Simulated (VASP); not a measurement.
A run of VASP 6.6.1 is set up as follows.

File INCAR:

```
SYSTEM = Ge
ALGO = Normal
EDIFF = 1E-6
ENCUT = 520
GGA = PE
ISIF = 2
ISMEAR = 0
LASPH = .True.
LCHARG = .False.
LREAL = .False.
LWAVE = .False.
NBANDS = 43
NELM = 60
PREC = Accurate
SIGMA = 0.1
```

File KPOINTS:

```
k-points
0
Gamma
  6 6 6
  0 0 0
```

POSCAR

```
Ge
1.0
    3.3256806600      1.9200826200      2.6693273300
   -3.3256806600      1.9200826200      2.6693273300
    0.0000000000     -3.8401652400      2.6693273300
Ge
5
Direct
    0.5000000000      0.2500000000      0.7500000000
    0.7500000000      0.5000000000      0.2500000000
    0.2500000000      0.7500000000      0.5000000000
    0.2500000000      0.2500000000      0.2500000000
    0.7500000000      0.7500000000      0.7500000000
```

Potentials or basis: VASP PAW PBE potentials, release 64 (Ge_d).

The run is started by

```sh
$ cat potpaw_PBE.64/Ge_d/POTCAR > POTCAR
$ mpirun -np 1 vasp_std > vasp.out
```

Task: What does it give for the band gap on the k mesh?

Result: Zero (band 35 reaches 9.10 eV, above the bottom of band 36 at 5.33 eV).

Task: Predict the largest force.

Result: 1.226 eV/Å.

Stress tensor (GPa, compression positive):
```
 5.98  0.00  0.00
 0.00  5.98  0.00
 0.00  0.00 13.16
```

Caveat: forces of over 1 eV/Å act on the atoms, so gaps and moduli don't describe the material at rest.
